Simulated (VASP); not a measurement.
Runs of VASP 6.6.1 on Si7Ge. The structure is that of space group P-42m (No. 111), or close to it. The cells are those of the table. 

```csv
cell,gap on the mesh (eV),pressure (GPa),largest force (eV/Å)
"a = 5.732, b = 5.732, c = 5.459 Å, 8 atoms",(a),-7.1,0.01
"a = 5.732, b = 5.732, c = 5.323 Å, 8 atoms",none,-5.7,0.01
"a = 5.596, b = 5.596, c = 5.323 Å, 8 atoms",none,-2.1,0.01
"a = 5.596, b = 5.596, c = 5.186 Å, 8 atoms",none,(b),0.02
"a = 5.732, b = 5.732, c = 5.186 Å, 8 atoms",none,(c),0.03
"a = 5.323, b = 5.323, c = 5.732 Å, 8 atoms",none,0.1,0.02
```

Alike in all rows: task single point; level PBEsol; potentials or basis VASP PAW PBE potentials, release 64 (Si, Ge_d); no spin polarisation; k mesh 6 × 6 × 6; cutoff (eV) 520; smearing gaussian 0.03 eV.

Task: Fill in the values left out.

Result: (a) 0.13; (b) 0.0; (c) -4.0.

Caveats: the PAW data sets were made with another functional, which shifts forces and pressure a little.

A k mesh can miss the band edges, and the runs leave out spin-orbit coupling on Ge.

A gap of «none» marks levels without a gap at the run's occupations.
